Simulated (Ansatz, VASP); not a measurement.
**Two plane-wave programs on Co**

```
CELL_PARAMETERS angstrom
2.49352 0.00000 0.00000
-1.24676 2.15945 0.00000
0.00000 0.00000 4.02778
ATOMIC_POSITIONS crystal
Co 0.33333 0.66667 0.25000
Co 0.66667 0.33333 0.75000
```

Alike in both runs: task single point; functional PBE; k mesh 14 × 14 × 8; occupations methfessel-paxton of order 1, width 0.3 eV; collinear spin.

```csv
,VASP,Ansatz
version,VASP 6.6.1,Ansatz 0.2.0
potentials or method,"VASP PAW PBE potentials, release 64 (Co), cutoff 520 eV","plane waves (420 eV) with PAW, scalar-relativistic"
valence electrons in the cell,18,34
```

|  | VASP | Ansatz | Ansatz less VASP |
| --- | --- | --- | --- |
| pressure (GPa) | -0.7 | 0.1 | +0.81 |
| traceless stress, the component that is largest in VASP (GPa) | 0.03 | 0.11 | +0.074 |
| net moment per atom (μB) | 1.59 | 1.60 | +0.012 |
| size of the moment on the site where the two differ most (μB) | 1.61 | 1.68 | +0.068 |

Site moments also hang on the region over which each program counts them. The functional is the same, so the differences come from potentials, cutoffs and numerics. VASP's potentials hold 18 valence electrons a cell and Ansatz's 34, so a difference there can come from the potentials and not from the codes. Ansatz's warnings: stability check not made.
